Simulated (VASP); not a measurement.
# Ti18Si: single point with PBE+D3(BJ)

The system is Ti18Si, a slab with vacuum.

```
Ti Si
1.0
     5.57070    0.00000    0.00000
     0.00000    7.78471    0.00000
     0.00000    0.00000   21.52001
Ti Si
18 1
Cartesian
  0.0000 3.8924 4.0000
  2.7853 3.8924 4.0000
  1.3927 1.2975 4.0000
  4.1780 1.2975 4.0000
  1.3927 6.4873 4.0000
  4.1780 6.4873 4.0000
  0.0000 0.0000 6.2143
  2.7853 0.0000 6.2143
  1.3927 5.1944 6.1998
  4.1780 5.1944 6.1998
  1.3927 2.5903 6.1998
  4.1780 2.5903 6.1998
  0.0000 3.8924 8.3610
  2.7853 3.8924 8.3610
  1.3927 1.2977 8.4200
  4.1780 1.2977 8.4200
  1.3927 6.4870 8.4200
  4.1780 6.4870 8.4200
  2.0890 5.1901 10.9200
```

```yaml
Program: VASP 6.6.1
Task: single point
Functional: PBE
Dispersion: D3(BJ)
Potentials_or_basis: VASP PAW PBE potentials, release 64 (Ti_sv, Si)
Cutoff: 520 eV
k_mesh: 5 × 4 × 1
Occupations: gaussian, width 0.1 eV
Spin: no spin polarisation
```

```json
{
  "Largest force": "2.235 eV/Å",
  "Band gap on the k mesh": "zero (bands 110 and 111 overlap by 0.22 eV)",
  "Dispersion energy per atom": "-0.424 eV"
}
```

Forces in eV/Å, atoms in the order of the input:
```
Ti   0.027  0.002  0.179
Ti  -0.023 -0.002  0.212
Ti  -0.009  0.019 -0.009
Ti  -0.001  0.023 -0.014
Ti   0.005  0.013 -0.044
Ti   0.001  0.020 -0.022
Ti  -0.039  0.014 -0.151
Ti   0.031  0.062 -0.087
Ti   0.009  0.027 -0.264
Ti   0.021 -0.014 -0.150
Ti  -0.070 -0.058 -0.158
Ti   0.045  0.000 -0.115
Ti   0.364  0.164  0.512
Ti  -0.344  0.474  0.541
Ti  -0.107  0.205  0.328
Ti   0.071  0.007  0.108
Ti   0.439 -0.740  0.771
Ti  -0.348 -0.301  0.594
Si  -0.070  0.085 -2.232
```

Levels at points of the mesh, in eV from the Fermi level:
| k point | band 108 | band 109 | band 110 | band 111 | band 112 | band 113 | band 114 | band 115 |
| --- | --- | --- | --- | --- | --- | --- | --- | --- |
| (0.00, 0.00, 0.00) | -0.14 | -0.08 | -0.06 | -0.02 | 0.02 | 0.11 | 0.12 | 0.19 |
| (0.00, 0.50, 0.00) | -0.02 | 0.01 | 0.17 | 0.20 | 0.24 | 0.28 | 0.31 | 0.32 |

It took 54 min on 1 thread of Intel(R) Xeon(R) 6975P-C (Granite Rapids) (shared host), peak memory 1.3 GiB.
